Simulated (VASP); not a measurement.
# Hf (P6_3/mmc) in VASP: notebook, part 2 of 3

VASP 6.6.1. Earlier steps stand in the parts before.

**3. Single point, PBE**

This run uses another cell than the first one, of 22.38 Å³/atom.

File INCAR:

```
SYSTEM = Hf
  PREC = Accurate
  ENCUT = 520
  EDIFF = 1E-6
  ISMEAR = 0
  SIGMA = 0.022
  LREAL = .FALSE.
  LASPH = .TRUE.
  NELM = 80
  ALGO = Normal
  ISIF = 2
  LWAVE = .FALSE.
  LCHARG = .TRUE.
  GGA = PE
  LELF = .TRUE.
  LVHAR = .TRUE.
  NBANDS = 17
```

File KPOINTS:

```
Automatic mesh
0
G
  10 10 5
  0 0 0
```

File POSCAR:

```
Hf
1.0
    3.1967000000      0.0000000000      0.0000000000
   -1.5983500000      2.7684234083      0.0000000000
    0.0000000000      0.0000000000      5.0578000000
Hf
2
Direct
    0.6666666667      0.3333333333      0.7500000000
    0.3333333333      0.6666666667      0.2500000000
```

Potentials or basis: VASP PAW PBE potentials, release 64 (Hf_pv).

Launch:

```bash
> cat potpaw_PBE.64/Hf_pv/POTCAR > POTCAR
> mpirun -np 1 vasp_std > vasp.out
```

OUTCAR:

```text
SYSTEM = Hf
   PREC = Accurate
   ENCUT = 520
   EDIFF = 1E-6
   ISMEAR = 0
   LREAL = .FALSE.
   LASPH = .TRUE.
   NELM = 80
   ISIF = 2
   GGA = PE

 ion  position               nearest neighbor table
   1  0.667  0.333  0.750-   2 3.13   2 3.13   2 3.13   2 3.13   2 3.13   2 3.13
   2  0.333  0.667  0.250-   1 3.13   1 3.13   1 3.13   1 3.13   1 3.13   1 3.13

  LATTYP: Found a hexagonal cell.
 ALAT       =     3.1967000000
 C/A-ratio  =     1.5821941377

  Lattice vectors:

 A1 = (   3.1967000000,   0.0000000000,   0.0000000000)
 A2 = (  -1.5983500000,   2.7684234083,   0.0000000000)
 A3 = (   0.0000000000,   0.0000000000,   5.0578000000)

Analysis of symmetry for initial positions (statically):
=====================================================================
 Subroutine PRICEL returns:
 Original cell was already a primitive cell.

 Routine SETGRP: Setting up the symmetry group for a
 hexagonal supercell.

 Subroutine GETGRP returns: Found 24 space group operations
 (whereof 12 operations were pure point group operations)
 out of a pool of 24 trial point group operations.

The static configuration has the point symmetry D_3d.
 The point group associated with its full space group is D_6h.

Analysis of symmetry for dynamics (positions and initial velocities):
=====================================================================
 Subroutine PRICEL returns:
 Original cell was already a primitive cell.

 Routine SETGRP: Setting up the symmetry group for a
 hexagonal supercell.

 Subroutine GETGRP returns: Found 24 space group operations
 (whereof 12 operations were pure point group operations)
 out of a pool of 24 trial point group operations.

The dynamic configuration has the point symmetry D_3d.
 The point group associated with its full space group is D_6h.

 Subroutine INISYM returns: Found 24 space group operations
 (whereof 12 operations are pure point group operations),
 and found     1 'primitive' translations

----------------------------------------------------------------------------------------

                                     Primitive cell

  volume of cell :      44.7606

  direct lattice vectors                    reciprocal lattice vectors
     3.196700000  0.000000000  0.000000000     0.312822598  0.180608211  0.000000000
    -1.598350000  2.768423408  0.000000000     0.000000000  0.361216423  0.000000000
     0.000000000  0.000000000  5.057800000     0.000000000  0.000000000  0.197714421

  length of vectors
     3.196700000  3.196700000  5.057800000     0.361216423  0.361216423  0.197714421

  position of ions in fractional coordinates (direct lattice)
     0.666666667  0.333333333  0.750000000
     0.333333333  0.666666667  0.250000000

  ion indices of the primitive-cell ions
   primitive index   ion index
                 1           1
                 2           2

----------------------------------------------------------------------------------------

 KPOINTS: Automatic mesh

Automatic generation of k-mesh.
 Grid dimensions read from file:
 generate k-points for:   10   10    5

 Generating k-lattice:

  Cartesian coordinates                     Fractional coordinates (reciprocal lattice)
     0.031282260  0.018060821  0.000000000     0.100000000 -0.000000000  0.000000000
     0.000000000  0.036121642  0.000000000     0.000000000  0.100000000  0.000000000
     0.000000000  0.000000000  0.039542884     0.000000000  0.000000000  0.200000000

  Length of vectors
     0.036121642  0.036121642  0.039542884

  Shift w.r.t. Gamma in fractional coordinates (k-lattice)
     0.000000000  0.000000000  0.000000000

 Subroutine IBZKPT returns following result:
 ===========================================

 Found     42 irreducible k-points:

 Following reciprocal coordinates:
            Coordinates               Weight
  0.000000  0.000000  0.000000      1.000000
  0.100000  0.000000  0.000000      6.000000
  0.200000  0.000000  0.000000      6.000000
  0.300000  0.000000  0.000000      6.000000
  0.400000  0.000000  0.000000      6.000000
  0.500000  0.000000  0.000000      3.000000
[... 16 lines left out ...]
  0.300000  0.100000  0.200000     24.000000
  0.400000  0.100000  0.200000     24.000000
 [... further k-points ...]
   k-points           NKPTS =     42   k-points in BZ     NKDIM =     42   number of bands    NBANDS=     17
   number of dos      NEDOS =    301   number of ions     NIONS =      2
   total plane-waves  NPLWV =  23040
   dimension x,y,z NGX =    24 NGY =   24 NGZ =   40
   dimension x,y,z NGXF=    48 NGYF=   48 NGZF=   80
   ions per type =               2
   NGX,Y,Z   is equivalent  to a cutoff of  12.48, 12.48, 13.15 a.u.
   NGXF,Y,Z  is equivalent  to a cutoff of  24.96, 24.96, 26.30 a.u.
 SYSTEM =  Hf
   PREC   = accura    normal or accurate (medium, high low for compatibility)
   ISTART =      0    job   : 0-new  1-cont  2-samecut
   ICHARG =      2    charge: 1-file 2-atom 10-const
   ISPIN  =      1    spin polarized calculation?
   LNONCOLLINEAR =      F non collinear calculations
   LSORBIT =      F    spin-orbit coupling
   LASPH  =      T    aspherical Exc in radial PAW
   ENCUT  =  520.0 eV  38.22 Ry    6.18 a.u.   5.94  5.94  9.40*2*pi/ulx,y,z
   NELM   =     80;   NELMIN=  2; NELMDL= -5     # of ELM steps
   EDIFF  = 0.1E-05   stopping-criterion for ELM
   LREAL  =      F    real-space projection
   EDIFFG = 0.1E-04   stopping-criterion for IOM
   NSW    =      0    number of steps for IOM
   IBRION =     -1    ionic relax: 0-MD 1-quasi-New 2-CG
   NFREE  =      0    steps in history (QN), initial steepest desc. (CG)
   ISIF   =      2    stress and relaxation
   ISYM   =      2    0-nonsym 1-usesym 2-fastsym
   POTIM  = 0.5000    time-step for ionic-motion
   TEBEG  =    0.0;   TEEND  =   0.0 temperature during run
   PSTRESS=    0.0 pullay stress
   NELECT =      20.0000    total number of electrons
   NUPDOWN=      -1.0000    fix difference up-down
   EMIN   =  10.00;   EMAX   =-10.00  energy-range for DOS
   EFERMI =   0.00;   METHOD = LEGACY
   ISMEAR =     0;   SIGMA  =   0.02  broadening in eV -4-tet -1-fermi 0-gaus
   EFERMI_NEDOS =   21; number of points for ismear=-14 and -15
   IALGO  =     38    algorithm
   IMIX   =      4    mixing-type and parameters
     AMIX     =   0.40;   BMIX     =  1.00
     AMIX_MAG =   1.60;   BMIX_MAG =  1.00
  volume/ion in A,a.u.               =      22.38       151.03
  Fermi-wavevector in a.u.,A,eV,Ry     =   1.251563  2.365112 21.312311  1.566411
  Thomas-Fermi vector in A             =   2.385505
   LORBIT       =      0    0 simple, 1 ext, 2 COOP (PROOUT), +10 PAW based schemes
   GGA     = PE    functional components
   LHFCALC =     F    Hartree Fock is set to
   AEXX    =    0.0000 exact exchange contribution
   IVDW    =     0    specifies the selected vdW correction
   LEPSILON=     F    determine dielectric tensor
   LRPA    =     F    only Hartree local field effects (RPA)
 non-spin polarized calculation
 Gauss-broadening in eV      SIGMA  =   0.02
  energy-cutoff  :      520.00
  volume of cell :       44.76
 maximum number of plane-waves:      1220
 NGX is ok and might be reduce to    24
   NGX = 11   NGY = 11   NGZ = 19

 number of electron      20.0000004 magnetization

 Free energy of the ion-electron system (eV)
  ---------------------------------------------------
  ext. energy  EPLUGINS =         0.00000000
  ---------------------------------------------------
  free energy    TOTEN  =       -19.84969321 eV

  energy without entropy =      -19.84908997  energy(sigma->0) =      -19.84939159

 E-fermi :   4.8971     XC(G=0): -11.2811

 val. band max:        4.8949292876   @ k =   0.1000   0.1000   0.4000
 cond. band min:       4.9108215890   @ k =   0.1000   0.1000   0.2000
 fundamental gap:      0.0158923014
 Fermi energy:         4.8970745688

 k-point     1 :       0.0000    0.0000    0.0000
  band No.  band energies     occupation
      1     -26.1589      2.00000
      2     -25.4145      2.00000
      3     -25.4145      2.00000
      4     -25.2933      2.00000
      5     -25.2869      2.00000
      6     -25.2869      2.00000
[... 9 lines left out ...]
     16       7.5540      0.00000
     17      10.2484      0.00000
[... 441 lines left out ...]
 k-point    24 :       0.4000    0.1000    0.2000
  band No.  band energies     occupation
      1     -26.0125      2.00000
      2     -25.8855      2.00000
      3     -25.7028      2.00000
      4     -25.5833      2.00000
      5     -25.4894      2.00000
      6     -25.4177      2.00000
[... 9 lines left out ...]
     16      10.8527      0.00000
     17      11.6644      0.00000

 [... further k-points ...]
[... 5 lines left out ...]
  --------------------------------------------------------------------------------------
  -------------------------------------------------------------------------------------
  Total        0.0842966      0.0842966     -0.0143334      0.0000000      0.0000000      0.0000000
  in kB        3.0173426      3.0173426     -0.5130540      0.0000000      0.0000000      0.0000000
  external PRESSURE =       1.8405437 kB  Pullay stress =       0.0000000 kB

 VOLUME and BASIS-vectors are now :
 -----------------------------------------------------------------------------
  energy-cutoff  :      520.00
  volume of cell :       44.76
      direct lattice vectors                 reciprocal lattice vectors
     3.196700000  0.000000000  0.000000000     0.312822598  0.180608211  0.000000000
    -1.598350000  2.768423408  0.000000000     0.000000000  0.361216423  0.000000000
     0.000000000  0.000000000  5.057800000     0.000000000  0.000000000  0.197714421

 POSITION                                       TOTAL-FORCE (eV/Angst)
 -----------------------------------------------------------------------------------
      1.59835      0.92281      3.79335        -0.000000      0.000000      0.000000
     -0.00000      1.84562      1.26445         0.000000     -0.000000      0.000000
 -----------------------------------------------------------------------------------
    total drift:                               -0.000000      0.000000     -0.000000

  FREE ENERGIE OF THE ION-ELECTRON SYSTEM (eV)
  ---------------------------------------------------
  free  energy   TOTEN  =       -19.8496932104 eV

  energy  without entropy=      -19.8490899659  energy(sigma->0) =      -19.84939159
```

stdout:

```text
POSCAR found type information on POSCAR Hf
 POSCAR found :  1 types and       2 ions
 scaLAPACK will be used
 LDA part: xc-table for (Slater+PW92), standard interpolation
 POSCAR, INCAR and KPOINTS ok, starting setup
 FFT: planning ... GRIDC
 FFT: planning ... GRID_SOFT
 FFT: planning ... GRID
 WAVECAR not read
 entering main loop
```

Run time: 35 s. Hardware: 1 thread of Intel Xeon 8259CL, shared host; peak memory 0.17 GiB.

Results:

* Free energy: -19.8497 eV
* Pressure: 0.2 GPa
* Band gap on the k mesh: zero (bands 10 and 11 overlap by 1.50 eV)

Stress tensor (GPa, compression positive):
```
 0.30  0.00  0.00
 0.00  0.30  0.00
 0.00  0.00 -0.05
```

Caveat: spin-orbit coupling is left out, which moves the levels of the heavy elements.

**4. Single point, PBE**

This run uses another cell than the first one, of 22.38 Å³/atom.

File INCAR:

```
SYSTEM = Hf
PREC     = Accurate       ! precision mode
ENCUT    = 520            ! plane-wave cutoff, eV
EDIFF    = 1E-6           ! SCF threshold, eV
ISMEAR   = 0              ! smearing method
SIGMA    = 0.018000000000000002 ! smearing width, eV
LREAL    = .False.        ! projectors in reciprocal space
LASPH    = .True.         ! aspherical terms in the spheres
NELM     = 60             ! most SCF steps
ALGO     = Fast           ! electronic algorithm
ISIF     = 2              ! what is computed and relaxed
LWAVE    = .False.        ! write WAVECAR
LCHARG   = .True.         ! write CHGCAR
GGA      = PE             ! functional
LELF     = .True.         ! ELF
LVHAR    = .True.       
NBANDS   = 17             ! bands
```

File KPOINTS:

```
Automatic mesh
0
Gamma
  10 10 5
  0 0 0
```

POSCAR is that of step 3.

Launch:

```bash
> cat potpaw_PBE.64/Hf_pv/POTCAR > POTCAR
> mpirun -np 1 vasp_std > vasp.out
```

Run time: 40 s. Hardware: 1 thread of Intel Xeon 8259CL, shared host; peak memory 0.17 GiB.

It converged, with:

```yaml
Free_energy: -19.8496 eV
Pressure: 0.3 GPa
Band_gap_on_the_k_mesh: zero (bands 10 and 11 overlap by 1.50 eV)
```

Stress tensor (GPa, compression positive):
```
0.44 0.00 0.00
0.00 0.44 0.00
0.00 0.00 0.12
```

Levels at points of the mesh, in eV from the Fermi level:
| k point | band 6 | band 7 | band 8 | band 9 | band 10 | band 11 | band 12 | band 13 | band 14 | band 15 |
| --- | --- | --- | --- | --- | --- | --- | --- | --- | --- | --- |
| (0.00, 0.00, 0.00) | -30.19 | -7.36 | -3.69 | 0.66 | 1.20 | 1.20 | 1.48 | 2.02 | 2.02 | 2.66 |
| (0.50, 0.00, 0.00) | -30.28 | -3.33 | -2.73 | -2.21 | -0.78 | 0.81 | 0.89 | 1.70 | 5.91 | 6.42 |

Caveat: spin-orbit coupling is left out, which moves the levels of the heavy elements.

[end of part 2 of 3]
